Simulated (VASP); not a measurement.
Crystal: In.

```xyz
1
Lattice="-1.6255 1.6255 2.4737 1.6255 -1.6255 2.4737 1.6255 1.6255 -2.4737" Properties=species:S:1:pos:R:3 pbc="T T T"
In    0.0000    0.0000    0.0000
```

| Property | Result |
| --- | --- |
| Program | VASP 6.6.1 |
| Task | relaxation of cell and atoms |
| Functional | BLYP |
| Dispersion | D4 |
| Potentials or basis | VASP PAW PBE potentials, release 64 (In_d) |
| Cutoff | 600 eV |
| k mesh | 11 × 11 × 11 |
| Occupations | fermi-dirac, width 0.05 eV |
| Spin | no spin polarisation |

At the start: pressure 2.3 GPa; volume 26.14 Å³/atom.

Task: How do energy, volume and symmetry change on relaxing?

Result: Over 7 steps the energy falls by 12.3 meV/atom and the volume is 27.79 Å³/atom (+6.3 %); space group I4/mmm (No. 139, to 0.05 Å).

The path:
| step | energy change (eV) | largest force (eV/Å) | pressure (GPa) | volume (Å³) |
| --- | --- | --- | --- | --- |
| 1 | 0.0000 | 0.0000 | 2.26 | 26.14 |
| 2 | -0.0106 | 0.0000 | 0.07 | 27.57 |
| 3 | -0.0107 | 0.0000 | 0.11 | 27.61 |
| 4 | -0.0110 | 0.0000 | 0.15 | 27.64 |
| 5 | -0.0118 | 0.0000 | 0.08 | 27.71 |
| 6 | -0.0123 | 0.0000 | -0.11 | 27.83 |
| 7 | -0.0123 | 0.0000 | 0.01 | 27.79 |

Final structure:
```xyz
1
Lattice="-1.6376 1.6376 2.5906 1.6376 -1.6376 2.5906 1.6376 1.6376 -2.5906" Properties=species:S:1:pos:R:3 pbc="T T T"
In    0.0000    0.0000    0.0000
```

Caveat: the PAW data sets were made with another functional, which shifts forces and pressure a little; pairwise dispersion overbinds metals, which lowers pressure and volume.
